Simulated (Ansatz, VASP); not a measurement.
## C: VASP beside Ansatz

Contents of INCAR:

```
SYSTEM = C
  ALGO = Normal
  EDIFF = 1E-6
  ENCUT = 520
  GGA = PE
  ISIF = 2
  ISMEAR = 0
  LASPH = .True.
  LCHARG = .False.
  LREAL = Auto
  LWAVE = .False.
  NBANDS = 43
  NELM = 100
  PREC = Accurate
  SIGMA = 0.05
```

The input KPOINTS:

```
k-points
0
Gamma
  6 6 6
  0 0 0
```

Contents of POSCAR:

```
C
1.0
    3.5715485858      0.0000000000     -3.5715485858
    0.0000000000      3.5715485858     -3.5715485858
    3.5715485858      3.5715485858      0.0000000000
C
15
Direct
    0.2500000000      0.2500000000      0.2500000000
    0.2500000000      0.7500000000      0.7500000000
    0.2500000000      0.7500000000      0.2500000000
    0.7500000000      0.2500000000      0.7500000000
    0.7500000000      0.2500000000      0.2500000000
    0.7500000000      0.7500000000      0.7500000000
    0.7500000000      0.7500000000      0.2500000000
    0.1250000000      0.1250000000      0.1250000000
    0.1250000000      0.1250000000      0.6250000000
    0.1250000000      0.6250000000      0.1250000000
    0.2606459642      0.5781250000      0.5806145179
    0.6250000000      0.1250000000      0.1250000000
    0.6250000000      0.1250000000      0.6250000000
    0.6250000000      0.6250000000      0.1250000000
    0.6250000000      0.6250000000      0.6250000000
```

Input for Ansatz:

```yaml
crystal:
  lattice:
    - [3.5715485858, 0.0, -3.5715485858]
    - [0.0, 3.5715485858, -3.5715485858]
    - [3.5715485858, 3.5715485858, 0.0]
  atoms:
    - { symbol: C, position: [0.25, 0.25, 0.25] }
    - { symbol: C, position: [0.25, 0.75, 0.75] }
    - { symbol: C, position: [0.25, 0.75, 0.25] }
    - { symbol: C, position: [0.75, 0.25, 0.75] }
    - { symbol: C, position: [0.75, 0.25, 0.25] }
    - { symbol: C, position: [0.75, 0.75, 0.75] }
    - { symbol: C, position: [0.75, 0.75, 0.25] }
    - { symbol: C, position: [0.125, 0.125, 0.125] }
    - { symbol: C, position: [0.125, 0.125, 0.625] }
    - { symbol: C, position: [0.125, 0.625, 0.125] }
    - { symbol: C, position: [0.2606459642, 0.578125, 0.5806145179] }
    - { symbol: C, position: [0.625, 0.125, 0.125] }
    - { symbol: C, position: [0.625, 0.125, 0.625] }
    - { symbol: C, position: [0.625, 0.625, 0.125] }
    - { symbol: C, position: [0.625, 0.625, 0.625] }
basis:
  ecutwfc: 420
kpoints:
  mp_grid: { grid: [6, 6, 6] }
hamiltonian:
  xc: pbe
  pseudopotentials: { kind: paw, azcp: { folder: soft_1 } }
scf:
  occupations: { method: gaussian, width: 0.05 }
output:
  forces: true
  stress: true
  eigenvalues: true
  write_density: true
  write_potential: true
  elf: true
  volumetric_format: npy
```

Change from the starting cell: C vacancy; atom 11 moved 0.125 of the way to it and -0.525 Å across, host rigid.

Alike in both runs: task single point; functional PBE; k mesh 6 × 6 × 6; occupations gaussian, width 0.05 eV; no spin polarisation.

|  | VASP | Ansatz |
| --- | --- | --- |
| version | VASP 6.6.1 | Ansatz 0.2.0 |
| potentials or method | VASP PAW PBE potentials, release 64 (C), cutoff 520 eV | scalar-relativistic, plane waves, PAW |
| valence electrons in the cell | 60 | 60 |

VASP gave:

```
gap on the k mesh at the Fermi level (eV)                     : none
pressure (GPa)                                                : -1.0
traceless stress, the component that is largest in VASP (GPa) : 14.77
rms of the force components (eV/Å)                            : 1.723
```

Problem. Estimate Ansatz's values.

Solution. gap on the k mesh at the Fermi level (eV): none; pressure (GPa): -2.0; traceless stress, the component that is largest in VASP (GPa): 14.81; rms of the force components (eV/Å): 1.725.

Atom by atom the forces differ by 0.013 eV/Å (rms over components). A gap of «none» marks a metal or a gap that the smearing closes. With one functional, cell and mesh, what is left measures potentials, basis and numerics.
